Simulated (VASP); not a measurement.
Wanted: the native input for a VASP 6.6.1 run.

```
Task                   : single point
Functional             : r2SCAN
Potentials or basis    : VASP PAW PBE potentials, release 64 (Ce, O)
Cutoff                 : 520 eV
k mesh                 : 8 × 8 × 8
Occupations            : gaussian, width 0.05 eV
Spin                   : no spin polarisation
Dipole correction      : no
Further INCAR settings : ALGO = Normal; EDIFF = 1e-07; NBANDS = 19
```

Crystal: CeO2.

```
Ce O
1.0
     0.00000    2.75446    2.75446
     2.75446    0.00000    2.75446
     2.75446    2.75446    0.00000
Ce O
1 2
Direct
  0.00000 0.00000 0.00000
  0.25000 0.25000 0.25000
  0.75000 0.75000 0.75000
```

One way to write it, as run:

POSCAR

```
CeO2
1.0
    0.0000000000      2.7544595374      2.7544595374
    2.7544595374      0.0000000000      2.7544595374
    2.7544595374      2.7544595374      0.0000000000
Ce O
1 2
Direct
    0.0000000000      0.0000000000      0.0000000000
    0.2500000000      0.2500000000      0.2500000000
    0.7500000000      0.7500000000      0.7500000000
```

INCAR.step1

```
SYSTEM = CeO2
PREC = Accurate ; ENCUT = 520
ISMEAR = 0 ; SIGMA = 0.05
LREAL = .FALSE. ; LASPH = .TRUE.
NELM = 60 ; NBANDS = 19
GGA = PE ; ALGO = Normal
EDIFF = 1E-4 ; LWAVE = .TRUE.
LCHARG = .FALSE.
```

INCAR.step2

```
SYSTEM = CeO2
PREC = Accurate ; ENCUT = 520
EDIFF = 1E-7 ; ISMEAR = 0
SIGMA = 0.05 ; LREAL = .FALSE.
LASPH = .TRUE. ; NELM = 60
ALGO = Normal ; ISIF = 2
LWAVE = .FALSE. ; LCHARG = .TRUE.
METAGGA = R2SCAN ; LMIXTAU = .TRUE.
LELF = .TRUE. ; LVHAR = .TRUE.
NBANDS = 19 ; ISTART = 1
```

KPOINTS

```
Automatic mesh
0
G
  8 8 8
  0 0 0
```

Potentials or basis: VASP PAW PBE potentials, release 64 (Ce, O).

The run is started by

```bash
$ cat potpaw_PBE.64/Ce/POTCAR potpaw_PBE.64/O/POTCAR > POTCAR
$ cp INCAR.step1 INCAR
$ mpirun -np 1 vasp_std > vasp.out
$ cp INCAR.step2 INCAR
$ mpirun -np 1 vasp_std > vasp.out
```

It gave:

```
Pressure               : -7.1 GPa
Band gap on the k mesh : 2.03 eV (least direct gap 2.15 eV)
```

Caveat: the cell stands under tension; the PAW data sets were made with another functional, which shifts forces and pressure a little; spin-orbit coupling is left out, which moves the levels of the heavy elements.

Wall time 4.3 min on 1 thread of Intel(R) Xeon(R) Platinum 8375C CPU @ 2.90GHz (Ice Lake), on a shared host, peak memory 0.19 GiB.
